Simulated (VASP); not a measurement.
HfO2:

```
CELL_PARAMETERS angstrom
5.08032 0.00000 0.00000
0.00000 5.16487 0.00000
0.00000 0.00000 4.89088
ATOMIC_POSITIONS crystal
Hf 0.22259 0.78180 0.27207
Hf 0.72259 0.71820 0.72793
Hf 0.77741 0.21820 0.27207
Hf 0.27741 0.28180 0.72793
O 0.18682 0.16365 0.10453
O 0.68682 0.33635 0.89547
O 0.81318 0.83635 0.10453
O 0.31318 0.66365 0.89547
O 0.00000 0.50000 0.48905
O 0.50000 0.00000 0.51095
O 0.00000 0.00000 0.57562
O 0.50000 0.50000 0.42438
```

Base run:

* Program: VASP 6.6.1
* Functional: r2SCAN
* Potentials or basis: VASP PAW PBE potentials, release 64 (Hf_pv, O)
* Cutoff: 520 eV
* k mesh: 4 × 4 × 5
* Occupations: fermi-dirac, width 0.05 eV
* Spin: no spin polarisation

Its results: band gap on the k mesh 4.42 eV; pressure 0.3 GPa; largest force 0.016 eV/Å.

Task: The run is repeated on the same cell with these changes: functional from r2SCAN to RPBE. What comes out?

Result: Band gap on the k mesh 3.98 eV; pressure 11.7 GPa; largest force 0.154 eV/Å.

Caveats: the PAW data sets were made with another functional, which shifts forces and pressure a little; spin-orbit coupling is left out, which moves the levels of the heavy elements; an odd mesh through Γ misses points on the zone boundary, where band edges can lie; the cell stands under pressure (at least some runs).
